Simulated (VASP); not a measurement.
# C (Fd-3m) in VASP: notebook

C is run at these levels: PBEsol, r2SCAN-based global hybrid, B3LYP; tasks: relaxation of cell and atoms, single point.

All numbers are computed with VASP 6.6.1; they aren't measurements. Logs are shortened: lines on timing, memory, paths and dates and some standing lists are left out, and cuts for length are marked.

**1. The cell of the first run**

Symmetry: Fd-3m, No. 227, cubic system. The conventional cell has a = 3.567 Å, b = 3.567 Å, c = 3.567 Å, α = 90.00°, β = 90.00°, γ = 90.00°. Within 2.1 Å of C (site symmetry -43m) lie 4 C at 1.54 Å.

**2. Relaxation of cell and atoms, PBEsol, target pressure 10 GPa, at which the enthalpy is minimised**

INCAR

```
  PREC = Accurate
  ENCUT = 600
  EDIFF = 1E-6
  ISMEAR = -1
  SIGMA = 0.05
  LREAL = F
  LASPH = T
  NELM = 100
  ALGO = Normal
  ISIF = 3
  LWAVE = F
  LCHARG = F
  GGA = PS
  IBRION = 2
  NSW = 60
  EDIFFG = -0.01
  PSTRESS = 100.0
```

KPOINTS

```
Automatic mesh
0
Gamma
  13 13 13
```

POSCAR

```
C
1.0
    0.0000000000      1.7833700000      1.7833700000
    1.7833700000      0.0000000000      1.7833700000
    1.7833700000      1.7833700000      0.0000000000
C
2
Direct
    0.7500000000      0.7500000000      0.7500000000
    0.5000000000      0.5000000000      0.5000000000
```

Potentials or basis: VASP PAW PBE potentials, release 64 (C).

Command:

```sh
> cat potpaw_PBE.64/C/POTCAR > POTCAR
> mpirun -np 1 vasp_std > vasp.out
```

OUTCAR:

```text
PREC = Accurate
   ENCUT = 600
   EDIFF = 1E-6
   ISMEAR = -1
   LREAL = F
   LASPH = T
   NELM = 100
   ISIF = 3
   GGA = PS
   IBRION = 2
   NSW = 60
   EDIFFG = -0.01
   PSTRESS = 100.0

 ion  position               nearest neighbor table
   1  0.750  0.750  0.750-   2 1.54   2 1.54   2 1.54   2 1.54
   2  0.500  0.500  0.500-   1 1.54   1 1.54   1 1.54   1 1.54

  LATTYP: Found a face centered cubic cell.
 ALAT       =     3.5667400000

  Lattice vectors:

 A1 = (   0.0000000000,   1.7833700000,   1.7833700000)
 A2 = (   1.7833700000,   0.0000000000,   1.7833700000)
 A3 = (   1.7833700000,   1.7833700000,   0.0000000000)

Analysis of symmetry for initial positions (statically):
=====================================================================
 Subroutine PRICEL returns:
 Original cell was already a primitive cell.

 Routine SETGRP: Setting up the symmetry group for a
 face centered cubic supercell.

 Subroutine GETGRP returns: Found 48 space group operations
 (whereof 24 operations were pure point group operations)
 out of a pool of 48 trial point group operations.

The static configuration has the point symmetry T_d .
 The point group associated with its full space group is O_h .

Analysis of symmetry for dynamics (positions and initial velocities):
=====================================================================
 Subroutine PRICEL returns:
 Original cell was already a primitive cell.

 Routine SETGRP: Setting up the symmetry group for a
 face centered cubic supercell.

 Subroutine GETGRP returns: Found 48 space group operations
 (whereof 24 operations were pure point group operations)
 out of a pool of 48 trial point group operations.

The dynamic configuration has the point symmetry T_d .
 The point group associated with its full space group is O_h .

 Subroutine INISYM returns: Found 48 space group operations
 (whereof 24 operations are pure point group operations),
 and found     1 'primitive' translations

----------------------------------------------------------------------------------------

                                     Primitive cell

  volume of cell :      11.3437

  direct lattice vectors                    reciprocal lattice vectors
     0.000000000  1.783370000  1.783370000    -0.280368067  0.280368067  0.280368067
     1.783370000  0.000000000  1.783370000     0.280368067 -0.280368067  0.280368067
     1.783370000  1.783370000  0.000000000     0.280368067  0.280368067 -0.280368067

  length of vectors
     2.522066041  2.522066041  2.522066041     0.485611737  0.485611737  0.485611737

  position of ions in fractional coordinates (direct lattice)
     0.750000000  0.750000000  0.750000000
     0.500000000  0.500000000  0.500000000

  ion indices of the primitive-cell ions
   primitive index   ion index
                 1           1
                 2           2

----------------------------------------------------------------------------------------

 KPOINTS: Automatic mesh

Automatic generation of k-mesh.
 Grid dimensions read from file:
 generate k-points for:   13   13   13

 Generating k-lattice:

  Cartesian coordinates                     Fractional coordinates (reciprocal lattice)
    -0.021566774  0.021566774  0.021566774     0.076923077  0.000000000  0.000000000
     0.021566774 -0.021566774  0.021566774     0.000000000  0.076923077  0.000000000
     0.021566774  0.021566774 -0.021566774     0.000000000  0.000000000  0.076923077

  Length of vectors
     0.037354749  0.037354749  0.037354749

  Shift w.r.t. Gamma in fractional coordinates (k-lattice)
     0.000000000  0.000000000  0.000000000

 Subroutine IBZKPT returns following result:
 ===========================================

 Found     84 irreducible k-points:

 Following reciprocal coordinates:
            Coordinates               Weight
  0.000000  0.000000  0.000000      1.000000
  0.076923  0.000000  0.000000      8.000000
  0.153846  0.000000  0.000000      8.000000
  0.230769  0.000000  0.000000      8.000000
  0.307692  0.000000  0.000000      8.000000
  0.384615  0.000000  0.000000      8.000000
[... 16 lines left out ...]
  0.384615  0.153846  0.000000     24.000000
  0.461538  0.153846  0.000000     24.000000
 [... further k-points ...]
   k-points           NKPTS =     84   k-points in BZ     NKDIM =     84   number of bands    NBANDS=      8
   number of dos      NEDOS =    301   number of ions     NIONS =      2
   total plane-waves  NPLWV =   8000
   dimension x,y,z NGX =    20 NGY =   20 NGZ =   20
   dimension x,y,z NGXF=    40 NGYF=   40 NGZF=   40
   ions per type =               2
   NGX,Y,Z   is equivalent  to a cutoff of  13.18, 13.18, 13.18 a.u.
   NGXF,Y,Z  is equivalent  to a cutoff of  26.37, 26.37, 26.37 a.u.
 SYSTEM =  unknown system
   PREC   = accura    normal or accurate (medium, high low for compatibility)
   ISTART =      0    job   : 0-new  1-cont  2-samecut
   ICHARG =      2    charge: 1-file 2-atom 10-const
   ISPIN  =      1    spin polarized calculation?
   LNONCOLLINEAR =      F non collinear calculations
   LSORBIT =      F    spin-orbit coupling
   LASPH  =      T    aspherical Exc in radial PAW
   ENCUT  =  600.0 eV  44.10 Ry    6.64 a.u.   5.04  5.04  5.04*2*pi/ulx,y,z
   NELM   =    100;   NELMIN=  2; NELMDL= -5     # of ELM steps
   EDIFF  = 0.1E-05   stopping-criterion for ELM
   LREAL  =      F    real-space projection
   EDIFFG = -.1E-01   stopping-criterion for IOM
   NSW    =     60    number of steps for IOM
   IBRION =      2    ionic relax: 0-MD 1-quasi-New 2-CG
   NFREE  =      1    steps in history (QN), initial steepest desc. (CG)
   ISIF   =      3    stress and relaxation
   ISYM   =      2    0-nonsym 1-usesym 2-fastsym
   POTIM  = 0.5000    time-step for ionic-motion
   TEBEG  =    0.0;   TEEND  =   0.0 temperature during run
   PSTRESS=  100.0 pullay stress
   NELECT =       8.0000    total number of electrons
   NUPDOWN=      -1.0000    fix difference up-down
   EMIN   =  10.00;   EMAX   =-10.00  energy-range for DOS
   EFERMI =   0.00;   METHOD = LEGACY
   ISMEAR =    -1;   SIGMA  =   0.05  broadening in eV -4-tet -1-fermi 0-gaus
   EFERMI_NEDOS =   21; number of points for ismear=-14 and -15
   IALGO  =     38    algorithm
   IMIX   =      4    mixing-type and parameters
     AMIX     =   0.40;   BMIX     =  1.00
     AMIX_MAG =   1.60;   BMIX_MAG =  1.00
  volume/ion in A,a.u.               =       5.67        38.28
  Fermi-wavevector in a.u.,A,eV,Ry     =   1.457203  2.753714 28.891161  2.123440
  Thomas-Fermi vector in A             =   2.574032
   LORBIT       =      0    0 simple, 1 ext, 2 COOP (PROOUT), +10 PAW based schemes
   GGA     = PS    functional components
   LHFCALC =     F    Hartree Fock is set to
   AEXX    =    0.0000 exact exchange contribution
   IVDW    =     0    specifies the selected vdW correction
   LEPSILON=     F    determine dielectric tensor
   LRPA    =     F    only Hartree local field effects (RPA)
 conjugate gradient relaxation of ions
 non-spin polarized calculation
  energy-cutoff  :      600.00
  volume of cell :       11.34
 maximum number of plane-waves:       388
   NGX =  9   NGY =  9   NGZ =  9

--------------------------------------- Ionic step        1  -------------------------------------------

 number of electron       7.9999999 magnetization

 Free energy of the ion-electron system (eV)
  ---------------------------------------------------
  ext. energy  EPLUGINS =         0.00000000
  ---------------------------------------------------
  free energy    TOTEN  =       -19.25323146 eV

  energy without entropy =      -19.25323146  energy(sigma->0) =      -19.25323146

------------------------ aborting loop because EDIFF is reached ----------------------------------------

  FORCE on cell =-STRESS in cart. coord.  units (eV):
  Direction    XX          YY          ZZ          XY          YZ          ZX
  --------------------------------------------------------------------------------------
  -------------------------------------------------------------------------------------
  Total       -0.3118501     -0.3118501     -0.3118501     -0.0000000     -0.0000000      0.0000000
  in kB      -44.0455620    -44.0455620    -44.0455620     -0.0000000     -0.0000000      0.0000000
  external PRESSURE =    -144.0455620 kB  Pullay stress =     100.0000000 kB
[... 61 lines left out ...]
  enthalpy is  TOTEN    =       -18.5293434005 eV   P V=        0.6570392269

--------------------------------------- Ionic step        3  -------------------------------------------

 number of electron       7.9999999 magnetization

 Free energy of the ion-electron system (eV)
  ---------------------------------------------------
  ext. energy  EPLUGINS =         0.00000000
  ---------------------------------------------------
  free energy    TOTEN  =       -19.24772731 eV

  energy without entropy =      -19.24772731  energy(sigma->0) =      -19.24772731

 E-fermi :  11.0465     XC(G=0): -13.5866

 val. band max:       10.1620341212   @ k =   0.0000   0.0000   0.0000
 cond. band min:      14.2430101339   @ k =   0.3846   0.3846   0.0000
 fundamental gap:      4.0809760127
 Fermi energy:        11.0465166081

 k-point     1 :       0.0000    0.0000    0.0000
  band No.  band energies     occupation
      1     -11.7810      2.00000
      2      10.1620      2.00000
      3      10.1620      2.00000
      4      10.1620      2.00000
      5      15.7870      0.00000
      6      15.7870      0.00000
      7      15.7870      0.00000
      8      24.2445      0.00000
[... 243 lines left out ...]
 k-point    24 :       0.4615    0.1538    0.0000
  band No.  band energies     occupation
      1      -6.6223      2.00000
      2      -1.3843      2.00000
      3       5.6127      2.00000
      4       6.1164      2.00000
      5      17.2564      0.00000
      6      20.9026      0.00000
      7      21.4251      0.00000
      8      24.2447      0.00000

 [... further k-points ...]
[... 5 lines left out ...]
  --------------------------------------------------------------------------------------
  -------------------------------------------------------------------------------------
  Total        0.6755314      0.6755314      0.6755314     -0.0000000      0.0000000     -0.0000000
  in kB       98.4210170     98.4210170     98.4210170     -0.0000000      0.0000000     -0.0000000
  external PRESSURE =      -1.5789830 kB  Pullay stress =     100.0000000 kB
[... 17 lines left out ...]
  FREE ENERGIE OF THE ION-ELECTRON SYSTEM (eV)
  ---------------------------------------------------
  free  energy   TOTEN  =       -19.2477273133 eV

  energy  without entropy=      -19.2477273133  energy(sigma->0) =      -19.24772731

  enthalpy is  TOTEN    =       -18.5613582365 eV   P V=        0.6863690768

 reached required accuracy - stopping structural energy minimisation
```

It took 14 s on 1 thread of AMD EPYC 7R43 (Zen 3), shared host; peak memory 0.08 GiB.

What came out:

```
Free energy                                            : -19.2477 eV
Relaxed volume                                         : 5.50 Å³/atom
Relaxed cell                                           : a = 2.496 Å, b = 2.496 Å, c = 2.496 Å, α = 60.00°, β = 60.00°, γ = 60.00°
Space group after relaxing (to 0.05 Å)                 : Fd-3m (No. 227)
Energy change on relaxing (the enthalpy is what falls) : +2.8 meV/atom
Ionic steps                                            : 3
Pressure after relaxing                                : 9.8 GPa
Band gap on the k mesh                                 : 4.08 eV, indirect (least direct gap 5.62 eV)
```

The path:
```csv
step,energy change (eV),largest force (eV/Å),pressure (GPa),volume (Å³)
1,0.0000,0.0000,-4.40,11.34
2,0.0668,0.0000,32.75,10.53
3,0.0055,0.0000,9.84,11.00
```

Final structure:
```xyz
2
Lattice="0.0000 1.7650 1.7650 1.7650 0.0000 1.7650 1.7650 1.7650 0.0000" Properties=species:S:1:pos:R:3 pbc="T T T"
C     2.6475    2.6475    2.6475
C     1.7650    1.7650    1.7650
```

Caveat: the cell is relaxed towards a set pressure, so the enthalpy falls and the energy may rise; the PAW data sets were made with another functional, which shifts forces and pressure a little.

**3. Single point, r2SCAN-based global hybrid**

POSCAR is that of step 2.

INCAR.step1

```
ALGO = Normal
EDIFF = 1E-5
ENCUT = 520
GGA = PE
ISIF = 2
ISMEAR = -1
LASPH = True
LREAL = False
LWAVE = True
NBANDS = 11
NELM = 60
PREC = Accurate
SIGMA = 0.05
```

INCAR.step2

```
AEXX = 0.15
ALGO = Normal
EDIFF = 1E-6
ENCUT = 520
ISIF = 2
ISMEAR = -1
ISTART = 1
LASPH = True
LCHARG = True
LELF = True
LHFCALC = True
LMIXTAU = True
LREAL = False
LVHAR = True
LWAVE = False
METAGGA = R2SCAN
NBANDS = 11
NELM = 60
PREC = Accurate
PRECFOCK = Normal
SIGMA = 0.05
```

KPOINTS

```
k-points
0
Gamma
  7 7 7
```

Potentials or basis: VASP PAW PBE potentials, release 64 (C).

Command:

```sh
> cat potpaw_PBE.64/C/POTCAR > POTCAR
> cp INCAR.step1 INCAR
> mpirun -np 1 vasp_std > vasp.out
> cp INCAR.step2 INCAR
> mpirun -np 1 vasp_std > vasp.out
```

OUTCAR:

```text
AEXX = 0.15
   EDIFF = 1E-6
   ENCUT = 520
   ISIF = 2
   ISMEAR = -1
   ISTART = 1
   LASPH = True
   LHFCALC = True
   LREAL = False
   METAGGA = R2SCAN
   NELM = 60
   PREC = Accurate
   PRECFOCK = Normal

 ion  position               nearest neighbor table
   1  0.750  0.750  0.750-   2 1.54   2 1.54   2 1.54   2 1.54
   2  0.500  0.500  0.500-   1 1.54   1 1.54   1 1.54   1 1.54

  LATTYP: Found a face centered cubic cell.
 ALAT       =     3.5667400000

  Lattice vectors:

 A1 = (   0.0000000000,   1.7833700000,   1.7833700000)
 A2 = (   1.7833700000,   0.0000000000,   1.7833700000)
 A3 = (   1.7833700000,   1.7833700000,   0.0000000000)

Analysis of symmetry for initial positions (statically):
=====================================================================
 Subroutine PRICEL returns:
 Original cell was already a primitive cell.

 Routine SETGRP: Setting up the symmetry group for a
 face centered cubic supercell.

 Subroutine GETGRP returns: Found 48 space group operations
 (whereof 24 operations were pure point group operations)
 out of a pool of 48 trial point group operations.

The static configuration has the point symmetry T_d .
[... 175 lines left out ...]
      2       9.1447      2.00000
      3       9.1447      2.00000
      4       9.1447      2.00000
      5      16.1646      0.00000
      6      16.1646      0.00000
      7      16.1646      0.00000
      8      24.4326      0.00000
      9      30.7006      0.00000
     10      37.8520      0.00000
     11      37.8520      0.00000
[... 253 lines left out ...]
 k-point    20 :      -0.2857    0.4286    0.1429
  band No.  band energies     occupation
      1      -5.4261      2.00000
      2      -3.5437      2.00000
      3      -0.8396      2.00000
      4       1.9030      2.00000
      5      18.9184      0.00000
      6      22.8976      0.00000
      7      24.0661      0.00000
      8      24.9525      0.00000
      9      30.9665      0.00000
     10      34.8867      0.00000
     11      39.6646      0.00000

------------------------ aborting loop because EDIFF is reached ----------------------------------------

  FORCE on cell =-STRESS in cart. coord.  units (eV):
  Direction    XX          YY          ZZ          XY          YZ          ZX
  --------------------------------------------------------------------------------------
  -------------------------------------------------------------------------------------
  Total       -0.4452709     -0.4452709     -0.4452709     -0.0000000     -0.0000000     -0.0000000
  in kB      -62.8898422    -62.8898422    -62.8898422     -0.0000000     -0.0000000     -0.0000000
  external PRESSURE =     -62.8898422 kB  Pullay stress =       0.0000000 kB

 VOLUME and BASIS-vectors are now :
 -----------------------------------------------------------------------------
  energy-cutoff  :      520.00
  volume of cell :       11.34
      direct lattice vectors                 reciprocal lattice vectors
     0.000000000  1.783370000  1.783370000    -0.280368067  0.280368067  0.280368067
     1.783370000  0.000000000  1.783370000     0.280368067 -0.280368067  0.280368067
     1.783370000  1.783370000  0.000000000     0.280368067  0.280368067 -0.280368067

 POSITION                                       TOTAL-FORCE (eV/Angst)
 -----------------------------------------------------------------------------------
      2.67505      2.67505      2.67505         0.000000      0.000000      0.000000
      1.78337      1.78337      1.78337        -0.000000     -0.000000     -0.000000
 -----------------------------------------------------------------------------------
    total drift:                                0.000000      0.000000      0.000000

  FREE ENERGIE OF THE ION-ELECTRON SYSTEM (eV)
  ---------------------------------------------------
  free  energy   TOTEN  =       -21.7622045825 eV

  energy  without entropy=      -21.7622045825  energy(sigma->0) =      -21.76220458
```

OUTCAR.step1:

```text
EDIFF = 1E-5
   ENCUT = 520
   GGA = PE
   ISIF = 2
   ISMEAR = -1
[... 495 lines left out ...]
 -----------------------------------------------------------------------------------
      2.67505      2.67505      2.67505         0.000000      0.000000      0.000000
      1.78337      1.78337      1.78337        -0.000000     -0.000000     -0.000000
 -----------------------------------------------------------------------------------
    total drift:                                0.000000     -0.000000      0.000000

  FREE ENERGIE OF THE ION-ELECTRON SYSTEM (eV)
  ---------------------------------------------------
  free  energy   TOTEN  =       -18.1825234094 eV

  energy  without entropy=      -18.1825234094  energy(sigma->0) =      -18.18252341
```

Wall time 4.8 min (1 thread of AMD EPYC 7R43 (Zen 3), shared host); peak memory 0.09 GiB.

What came out:

* Free energy: -21.7622 eV
* Pressure: -6.3 GPa
* Band gap on the k mesh: 5.54 eV, indirect (least direct gap 7.02 eV)

Levels at points of the mesh, in eV from the valence-band top:
```tsv
k point	band 1	band 2	band 3	band 4	band 5	band 6	band 7	band 8	band 9
(0.00, 0.00, 0.00)	-23.70	0.00	0.00	0.00	7.02	7.02	7.02	15.29	21.56
```

Caveat: the k points lie up to 0.44 Å⁻¹ apart; the PAW data sets were made with another functional, which shifts forces and pressure a little.

(Continued in part 2 of 2.)
